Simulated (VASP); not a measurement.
# RbSi2 (I4/mmm) in VASP: notebook

RbSi2 is run at these levels: PBE+D3(BJ); tasks: single point, relaxation of cell and atoms.

Everything below comes from runs of VASP 6.6.1. Logs are shortened: lines on timing, memory, paths and dates and some standing lists are left out, and cuts for length are marked.

## (1) The cell of the first run

It takes space group I4/mmm (No. 139, tetragonal). Conventional cell: a = 4.905 Å, b = 4.905 Å, c = 9.083 Å, α = 90.00°, β = 90.00°, γ = 90.00°. Rb (site symmetry 4/mmm) has 10 Si at 3.45 to 3.64 Å within 4.5 Å. Si (site symmetry 4mm) has 1 Si at 2.19 Å within 2.9 Å.

## (2) Single point, PBE+D3(BJ)

File INCAR:

```
  PREC = Accurate
  ENCUT = 520
  EDIFF = 1E-7
  ISMEAR = 0
  SIGMA = 0.1
  LREAL = F
  LASPH = T
  NELM = 100
  ALGO = Normal
  ISIF = 2
  LWAVE = F
  LCHARG = F
  GGA = PE
  IVDW = 12
  NBANDS = 16
```

File KPOINTS:

```
regular mesh
0
Gamma
  14 14 14
```

File POSCAR:

```
RbSi2
1.0
   -2.4527162773      2.4527162773      4.5417261660
    2.4527162773     -2.4527162773      4.5417261660
    2.4527162773      2.4527162773     -4.5417261660
Rb Si
1 2
Direct
    0.0000000000      0.0000000000      0.0000000000
    0.3794048763      0.3794048763      0.0000000000
    0.6205951237      0.6205951237      0.0000000000
```

Potentials or basis: VASP PAW PBE potentials, release 64 (Rb_sv, Si).

Run with:

```sh
> cat potpaw_PBE.64/Rb_sv/POTCAR potpaw_PBE.64/Si/POTCAR > POTCAR
> mpirun -np 1 vasp_std > vasp.out
```

OUTCAR:

```text
PREC = Accurate
   ENCUT = 520
   EDIFF = 1E-7
   ISMEAR = 0
   LREAL = F
   LASPH = T
   NELM = 100
   ISIF = 2
   GGA = PE
   IVDW = 12
 IVDW          = 12

 ion  position               nearest neighbor table
   1  0.000  0.000  0.000-   2 3.45   3 3.45   3 3.64   2 3.64   3 3.64   3 3.64   3 3.64   2 3.64
                             2 3.64   2 3.64
   2  0.379  0.379  0.000-   3 2.19   1 3.45   1 3.64   1 3.64   1 3.64   1 3.64
   3  0.621  0.621  0.000-   2 2.19   1 3.45   1 3.64   1 3.64   1 3.64   1 3.64

  LATTYP: Found a body centered tetragonal cell.
 ALAT       =     4.9054325546
 C/A-ratio  =     1.8517128165

  Lattice vectors:

 A1 = (  -2.4527162773,   2.4527162773,   4.5417261660)
 A2 = (   2.4527162773,  -2.4527162773,   4.5417261660)
 A3 = (   2.4527162773,   2.4527162773,  -4.5417261660)

Analysis of symmetry for initial positions (statically):
=====================================================================
 Subroutine PRICEL returns:
 Original cell was already a primitive cell.

 Routine SETGRP: Setting up the symmetry group for a
 body centered tetragonal supercell.

 Subroutine GETGRP returns: Found 16 space group operations
 (whereof 16 operations were pure point group operations)
 out of a pool of 16 trial point group operations.

The static configuration has the point symmetry D_4h.

Analysis of symmetry for dynamics (positions and initial velocities):
=====================================================================
 Subroutine PRICEL returns:
 Original cell was already a primitive cell.

 Routine SETGRP: Setting up the symmetry group for a
 body centered tetragonal supercell.

 Subroutine GETGRP returns: Found 16 space group operations
 (whereof 16 operations were pure point group operations)
 out of a pool of 16 trial point group operations.

The dynamic configuration has the point symmetry D_4h.

 Subroutine INISYM returns: Found 16 space group operations
 (whereof 16 operations are pure point group operations),
 and found     1 'primitive' translations

----------------------------------------------------------------------------------------

                                     Primitive cell

  volume of cell :     109.2888
[... 88 lines left out ...]
   LASPH  =      T    aspherical Exc in radial PAW
   ENCUT  =  520.0 eV  38.22 Ry    6.18 a.u.  10.63 10.63 10.63*2*pi/ulx,y,z
   NELM   =    100;   NELMIN=  2; NELMDL= -5     # of ELM steps
   EDIFF  = 0.1E-06   stopping-criterion for ELM
   LREAL  =      F    real-space projection
   EDIFFG = 0.1E-05   stopping-criterion for IOM
   NSW    =      0    number of steps for IOM
   IBRION =     -1    ionic relax: 0-MD 1-quasi-New 2-CG
   NFREE  =      0    steps in history (QN), initial steepest desc. (CG)
   ISIF   =      2    stress and relaxation
   ISYM   =      2    0-nonsym 1-usesym 2-fastsym
   POTIM  = 0.5000    time-step for ionic-motion
   TEBEG  =    0.0;   TEEND  =   0.0 temperature during run
   PSTRESS=    0.0 pullay stress
   NELECT =      17.0000    total number of electrons
   NUPDOWN=      -1.0000    fix difference up-down
   EMIN   =  10.00;   EMAX   =-10.00  energy-range for DOS
   EFERMI =   0.00;   METHOD = LEGACY
   ISMEAR =     0;   SIGMA  =   0.10  broadening in eV -4-tet -1-fermi 0-gaus
   EFERMI_NEDOS =   21; number of points for ismear=-14 and -15
   IALGO  =     38    algorithm
   IMIX   =      4    mixing-type and parameters
     AMIX     =   0.40;   BMIX     =  1.00
     AMIX_MAG =   1.60;   BMIX_MAG =  1.00
  volume/ion in A,a.u.               =      36.43       245.84
  Fermi-wavevector in a.u.,A,eV,Ry     =   0.880439  1.663789 10.546867  0.775173
  Thomas-Fermi vector in A             =   2.000799
   LORBIT       =      0    0 simple, 1 ext, 2 COOP (PROOUT), +10 PAW based schemes
   GGA     = PE    functional components
   LHFCALC =     F    Hartree Fock is set to
   AEXX    =    0.0000 exact exchange contribution
   IVDW    =    12    specifies the selected vdW correction
   LEPSILON=     F    determine dielectric tensor
   LRPA    =     F    only Hartree local field effects (RPA)
 non-spin polarized calculation
 Gauss-broadening in eV      SIGMA  =   0.10
  energy-cutoff  :      520.00
  volume of cell :      109.29
 maximum number of plane-waves:      2962
 NGX is ok and might be reduce to    48
   NGX = 21   NGY = 21   NGZ = 21

 number of electron      17.0000000 magnetization

 Free energy of the ion-electron system (eV)
  ---------------------------------------------------
  ext. energy  EPLUGINS =         0.00000000
  ---------------------------------------------------
  free energy    TOTEN  =        -9.09102054 eV

  energy without entropy =       -9.06928574  energy(sigma->0) =       -9.08015314

 E-fermi :   0.7179     XC(G=0):  -7.5785

 val. band max:        0.7150395771   @ k =  -0.4286   0.4286   0.0714
 cond. band min:       0.7182494864   @ k =  -0.2143   0.2857   0.2143
 fundamental gap:      0.0032099093
 Fermi energy:         0.7179459253

 k-point     1 :       0.0000    0.0000    0.0000
  band No.  band energies     occupation
      1     -25.3020      2.00000
      2      -9.4908      2.00000
      3      -9.4300      2.00000
      4      -9.4300      2.00000
      5      -7.3732      2.00000
      6      -2.6499      2.00000
[... 433 lines left out ...]
      3      -9.4957      2.00000
      4      -9.4475      2.00000
      5      -6.9552      2.00000
      6      -3.3868      2.00000
[... 8 lines left out ...]
     15       6.8119      0.00000
     16       7.9066      0.00000

 [... further k-points ...]

------------------------ aborting loop because EDIFF is reached ----------------------------------------

 Edisp (eV)   -0.57042

 E8    (eV) :    -0.2707

  FORCE on cell =-STRESS in cart. coord.  units (eV):
  Direction    XX          YY          ZZ          XY          YZ          ZX
  --------------------------------------------------------------------------------------
  -------------------------------------------------------------------------------------
  Total       0.00689     0.00689     0.00666     0.00000    -0.00000     0.00000
  in kB       0.10104     0.10104     0.09764     0.00000    -0.00000     0.00000
  external pressure =        0.10 kB  Pullay stress =        0.00 kB

 VOLUME and BASIS-vectors are now :
 -----------------------------------------------------------------------------
  energy-cutoff  :      520.00
  volume of cell :      109.29
      direct lattice vectors                 reciprocal lattice vectors
    -2.452716277  2.452716277  4.541726166     0.000000000  0.203855621  0.110090301
     2.452716277 -2.452716277  4.541726166     0.203855621  0.000000000  0.110090301
     2.452716277  2.452716277 -4.541726166     0.203855621  0.203855621  0.000000000

 POSITION                                       TOTAL-FORCE (eV/Angst)
 -----------------------------------------------------------------------------------
      0.00000      0.00000      0.00000        -0.000000     -0.000000      0.000000
      0.00000      0.00000      3.44631         0.000000      0.000000     -0.002477
      0.00000      0.00000      5.63715         0.000000      0.000000      0.002477
 -----------------------------------------------------------------------------------
    total drift:                               -0.000000      0.000000     -0.000000

  FREE ENERGIE OF THE ION-ELECTRON SYSTEM (eV)
  ---------------------------------------------------
  free  energy   TOTEN  =        -9.6614444789 eV

  energy  without entropy=       -9.6397096853  energy(sigma->0) =       -9.65057708
```

stdout:

```text
POSCAR found type information on POSCAR RbSi
 POSCAR found :  2 types and       3 ions
 scaLAPACK will be used
 LDA part: xc-table for (Slater+PW92), standard interpolation
 POSCAR, INCAR and KPOINTS ok, starting setup
 FFT: planning ... GRIDC
 FFT: planning ... GRID_SOFT
 FFT: planning ... GRID
 WAVECAR not read
 entering main loop
```

Run time: 7.3 min. Hardware: 1 thread of AMD EPYC 9R45 (Zen 5), shared host; peak memory 0.57 GiB.

What came out:

```
Free energy                : -9.6614 eV
Pressure                   : 0.0 GPa
Dispersion energy per atom : -0.190 eV
```

Forces on the atoms (eV/Å):
```
Rb   0.000  0.000  0.000
Si   0.000  0.000 -0.002
Si   0.000  0.000  0.002
```

Levels at points of the mesh, in eV from the Fermi level:
| k point | band 7 | band 8 | band 9 | band 10 | band 11 | band 12 |
| --- | --- | --- | --- | --- | --- | --- |
| (0.00, 0.00, 0.00) | -1.40 | 0.51 | 0.51 | 1.67 | 1.67 | 4.22 |
| (0.50, 0.00, 0.00) | -1.04 | -0.47 | -0.17 | 2.45 | 2.84 | 4.79 |
| (0.50, 0.50, 0.00) | -1.02 | -0.46 | -0.02 | 0.36 | 3.28 | 5.62 |
| (0.50, 0.50, 0.50) | -0.12 | -0.12 | 0.40 | 3.22 | 3.81 | 3.81 |

Caveat: pairwise dispersion overbinds metals, which lowers pressure and volume.

## (3) Single point, PBE+D3(BJ)

This run uses another cell than the first one, of 36.10 Å³/atom, 0.991 times its volume.

File INCAR:

```
PREC = Accurate
ENCUT = 520
EDIFF = 1E-7
ISMEAR = 0
SIGMA = 0.1
LREAL = False
LASPH = True
NELM = 100
ALGO = Normal
ISIF = 2
LWAVE = False
LCHARG = False
GGA = PE
IVDW = 12
NBANDS = 16
```

File KPOINTS:

```
Automatic mesh
0
Gamma
  6 6 6
```

File POSCAR:

```
RbSi2
1.0
   -2.4437210419      2.4437210419      4.5338904191
    2.4437210419     -2.4437210419      4.5338904191
    2.4437210419      2.4437210419     -4.5338904191
Rb Si
1 2
Direct
    0.0000000000      0.0000000000      0.0000000000
    0.3790769310      0.3790769310      0.0000000000
    0.6209230690      0.6209230690      0.0000000000
```

Potentials or basis: VASP PAW PBE potentials, release 64 (Rb_sv, Si).

Run with:

```sh
> cat potpaw_PBE.64/Rb_sv/POTCAR potpaw_PBE.64/Si/POTCAR > POTCAR
> mpirun -np 1 vasp_std > vasp.out
```

It took 48 s on 1 thread of Intel Xeon Platinum 8488C (Sapphire Rapids), shared host; peak memory 0.27 GiB.

The run converged. Its results:

- Free energy: -9.6592 eV
- Pressure: 0.1 GPa
- Largest force: 0.015 eV/Å
- Dispersion energy per atom: -0.192 eV

Forces in eV/Å, atoms in the order of the input:
```
Rb   0.000  0.000  0.000
Si   0.000  0.000  0.015
Si   0.000  0.000 -0.015
```

Stress tensor (GPa, compression positive):
```
0.11 0.00 0.00
0.00 0.11 0.00
0.00 0.00 0.04
```

Levels at points of the mesh, in eV from the Fermi level:
| k point | band 5 | band 6 | band 7 | band 8 | band 9 | band 10 | band 11 | band 12 |
| --- | --- | --- | --- | --- | --- | --- | --- | --- |
| (0.00, 0.00, 0.00) | -8.11 | -3.37 | -1.43 | 0.51 | 0.51 | 1.64 | 1.64 | 4.19 |
| (0.50, 0.00, 0.00) | -7.51 | -4.24 | -1.06 | -0.49 | -0.17 | 2.45 | 2.83 | 4.78 |
| (0.50, 0.50, 0.00) | -7.75 | -3.82 | -1.04 | -0.48 | -0.02 | 0.31 | 3.27 | 5.64 |
| (0.50, 0.50, 0.50) | -7.75 | -4.60 | -0.13 | -0.13 | 0.40 | 3.19 | 3.81 | 3.81 |

Caveat: pairwise dispersion overbinds metals, which lowers pressure and volume.

## (4) Relaxation of cell and atoms, PBE+D3(BJ)

This run uses another cell than the first one, of 34.55 Å³/atom, 0.948 times its volume.

File INCAR:

```
SYSTEM = RbSi2
PREC     = Accurate       ! precision mode
ENCUT    = 600            ! plane-wave cutoff, eV
EDIFF    = 1E-6           ! SCF threshold, eV
ISMEAR   = 0              ! smearing method
SIGMA    = 0.1            ! smearing width, eV
LREAL    = .False.        ! projectors in reciprocal space
LASPH    = .True.         ! aspherical terms in the spheres
NELM     = 80             ! most SCF steps
ALGO     = Normal         ! electronic algorithm
ISIF     = 3              ! what is computed and relaxed
LWAVE    = .False.        ! write WAVECAR
LCHARG   = .False.        ! write CHGCAR
GGA      = PE             ! functional
IVDW     = 12             ! dispersion correction
IBRION   = 2              ! ionic algorithm
NSW      = 90             ! ionic steps
EDIFFG   = -0.04          ! ionic threshold
```

File KPOINTS:

```
regular mesh
0
Gamma
  6 6 6
  0 0 0
```

File POSCAR:

```
RbSi2
1.0
   -2.1559826500      2.1559826500      5.5751384900
    2.1559826500     -2.1559826500      5.5751384900
    2.1559826500      2.1559826500     -5.5751384900
Rb Si
1 2
Direct
    0.0000000000      0.0000000000      0.0000000000
    0.3952878700      0.3952878700      0.0000000000
    0.6047121300      0.6047121300      0.0000000000
```

Run with:

```sh
> cat potpaw_PBE.64/Rb_sv/POTCAR potpaw_PBE.64/Si/POTCAR > POTCAR
> mpirun -np 1 vasp_std > vasp.out
```

Run time: 15 min. Hardware: 1 thread of Intel Xeon Platinum 8488C (Sapphire Rapids), shared host; peak memory 0.45 GiB.

Results (log left out):

```
Free energy                            : -9.6590 eV
Relaxed volume                         : 36.29 Å³/atom
Relaxed cell                           : a = 5.713 Å, b = 5.713 Å, c = 5.713 Å, α = 129.28°, β = 129.28°, γ = 74.56°
Space group after relaxing (to 0.05 Å) : I4/mmm (No. 139)
Energy gained by relaxing              : 335.8 meV/atom
Ionic steps                            : 20
Pressure after relaxing                : 0.0 GPa
Largest force after relaxing           : 0.007 eV/Å
Dispersion energy per atom             : -0.191 eV
```

Forces in eV/Å, atoms in the order of the input:
```
Rb   0.000  0.000  0.000
Si   0.000  0.000  0.007
Si   0.000  0.000 -0.007
```

Stress tensor (GPa, compression positive):
```
 0.08  0.00  0.00
 0.00  0.08  0.00
 0.00  0.00 -0.06
```

The path:
| step | energy change (eV) | largest force (eV/Å) | pressure (GPa) | volume (Å³) |
| --- | --- | --- | --- | --- |
| 1 | 0.0000 | 0.7424 | 2.38 | 103.66 |
| 2 | -0.6376 | 1.3240 | 2.43 | 110.79 |
| 3 | -0.6463 | 1.9459 | 2.76 | 111.82 |
| 4 | -0.8718 | 0.2340 | -1.08 | 127.66 |
| 5 | -0.8735 | 0.0801 | -0.85 | 126.15 |
| 6 | -0.9192 | 0.4320 | -0.52 | 126.54 |
| 7 | -0.9232 | 0.6318 | -0.36 | 126.62 |
| 8 | -0.9569 | 0.1969 | -0.72 | 125.10 |
| 9 | -0.9606 | 0.0101 | -0.83 | 124.30 |
| 10 | -0.9808 | 0.1017 | -0.45 | 119.35 |
| 11 | -0.9898 | 0.2299 | 0.06 | 114.17 |
| 12 | -1.0015 | 0.1033 | -0.18 | 111.69 |
| 13 | -1.0023 | 0.2010 | -0.26 | 110.87 |
| 14 | -1.0053 | 0.1219 | -0.09 | 109.56 |
| 15 | -1.0065 | 0.0379 | 0.10 | 108.22 |
| 16 | -1.0065 | 0.0316 | 0.12 | 108.12 |
| 17 | -1.0070 | 0.0586 | 0.05 | 108.34 |
| 18 | -1.0071 | 0.0856 | -0.02 | 108.56 |
| 19 | -1.0073 | 0.0550 | 0.00 | 108.68 |
| 20 | -1.0075 | 0.0069 | 0.04 | 108.86 |

Final structure:
```
CELL_PARAMETERS angstrom
-2.44675 2.44675 4.54587
2.44675 -2.44675 4.54587
2.44675 2.44675 -4.54587
ATOMIC_POSITIONS crystal
Rb 0.00000 0.00000 0.00000
Si 0.37944 0.37944 0.00000
Si 0.62056 0.62056 0.00000
```

Levels at points of the mesh, in eV from the Fermi level:
```csv
k point,band 4,band 5,band 6,band 7,band 8,band 9,band 10,band 11,band 12
"(0.00, 0.00, 0.00)",-10.15,-8.10,-3.38,-1.42,0.51,0.51,1.66,1.66,4.19
"(0.50, 0.00, 0.00)",-10.14,-7.51,-4.23,-1.05,-0.48,-0.17,2.44,2.83,4.78
"(0.50, 0.50, 0.00)",-10.24,-7.74,-3.82,-1.03,-0.47,-0.02,0.33,3.26,5.62
"(0.50, 0.50, 0.50)",-10.17,-7.75,-4.59,-0.12,-0.12,0.41,3.20,3.80,3.80
```

Caveat: pairwise dispersion overbinds metals, which lowers pressure and volume.

## (5) Summary

```csv
task,cell,k mesh,cutoff (eV),gap on the mesh (eV),pressure (GPa),largest force (eV/Å)
single point,"a = 5.715 Å, angles 129.2, 129.2, 74.7°, 3 atoms",14 × 14 × 14,520,none,0.0,-
single point,"a = 5.701 Å, angles 129.2, 129.2, 74.6°, 3 atoms",6 × 6 × 6,520,none,0.1,0.01
relaxation of cell and atoms,"relaxed from a = 6.354 Å, angles 140.3, 140.3, 57.3°, 3 atoms",6 × 6 × 6,600,none,0.0,0.01
```

Alike in all rows: level PBE+D3(BJ); potentials or basis VASP PAW PBE potentials, release 64 (Rb_sv, Si); no spin polarisation; smearing gaussian 0.1 eV.

Caveats: pairwise dispersion overbinds metals, which lowers pressure and volume.

Absolute energies hang on the potentials; compare differences alone.
